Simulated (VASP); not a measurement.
## HfO2: single point with PBEsol

HfO2:

```
Hf O
1.0
     0.00000    2.54428    2.54428
     2.54428    0.00000    2.54428
     2.54428    2.54428    0.00000
Hf O
1 2
Direct
  0.00000 0.00000 0.00000
  0.25000 0.25000 0.25000
  0.75000 0.75000 0.75000
```

```yaml
Program: VASP 6.6.1
Task: single point
Functional: PBEsol
Potentials_or_basis: VASP PAW PBE potentials, release 64 (Hf_pv, O)
Cutoff: 520 eV
k_mesh: 8 × 8 × 8
Occupations: gaussian, width 0.05 eV
Spin: no spin polarisation
Dipole_correction: no
Further_INCAR_settings: ALGO = Normal; EDIFF = 1e-07; NBANDS = 18
```

| Property | Result |
| --- | --- |
| Pressure | -10.1 GPa |
| Band gap on the k mesh | 3.64 eV, direct |

Levels at points of the mesh, in eV from the valence-band top:
```tsv
k point	band 7	band 8	band 9	band 10	band 11	band 12	band 13	band 14	band 15	band 16
(0.00, 0.00, 0.00)	-5.33	-5.33	-0.61	-0.61	-0.61	3.75	3.75	5.56	10.28	10.28
(0.50, 0.00, 0.00)	-4.31	-3.07	-2.75	-1.84	-1.84	4.48	4.48	6.85	8.80	9.25
(0.50, 0.50, 0.00)	-3.48	-3.48	-1.53	-1.53	0.00	3.64	5.37	6.50	8.04	8.04
```

Run time: 9.9 s on 1 thread of Intel(R) Xeon(R) 6975P-C (Granite Rapids) (shared host), peak memory 0.16 GiB.

Caveat: the PAW data sets were made with another functional, which shifts forces and pressure a little; spin-orbit coupling is left out, which moves the levels of the heavy elements. A k mesh can miss the band edges.
